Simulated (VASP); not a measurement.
BaTiO3:

```
Ba Ti O
1.0
     4.01886    0.00000    0.00000
     0.00000    4.01886    0.00000
     0.00000    0.00000    4.01886
Ba Ti O
1 1 3
Direct
  0.50000 0.50000 0.50000
  0.00000 0.00000 0.00000
  0.50000 0.00000 0.00000
  0.00000 0.50000 0.00000
  0.00000 0.00000 0.50000
```

| Quantity | Value |
| --- | --- |
| Program | VASP 6.6.1 |
| Task | relaxation of cell and atoms |
| Functional | PBEsol |
| Potentials or basis | VASP PAW PBE potentials, release 64 (Ba_sv, Ti_sv, O) |
| Cutoff | 600 eV |
| k mesh | 6 × 6 × 6 |
| Occupations | fermi-dirac, width 0.02 eV |
| Spin | no spin polarisation |

At the start: pressure -4.5 GPa; volume 12.98 Å³/atom.

Question: Where does the relaxation end?

Answer: Over 3 steps the energy falls by 5.0 meV/atom and the volume is 12.64 Å³/atom (-2.6 %); space group Pm-3m (No. 221, to 0.05 Å).

Step by step:
| step | energy change (eV) | largest force (eV/Å) | pressure (GPa) | volume (Å³) |
| --- | --- | --- | --- | --- |
| 1 | 0.0000 | 0.0000 | -4.49 | 64.91 |
| 2 | -0.0001 | 0.0000 | 4.96 | 61.55 |
| 3 | -0.0248 | 0.0000 | -0.01 | 63.19 |

Final structure:
```yaml
crystal:
  lattice:
    - [3.98313, 0.00000, 0.00000]
    - [0.00000, 3.98313, 0.00000]
    - [0.00000, 0.00000, 3.98313]
  atoms:
    - { symbol: Ba, position: [0.50000, 0.50000, 0.50000] }
    - { symbol: Ti, position: [0.00000, 0.00000, 0.00000] }
    - { symbol: O, position: [0.50000, 0.00000, 0.00000] }
    - { symbol: O, position: [0.00000, 0.50000, 0.00000] }
    - { symbol: O, position: [0.00000, 0.00000, 0.50000] }
```

Caveat: the PAW data sets were made with another functional, which shifts forces and pressure a little.
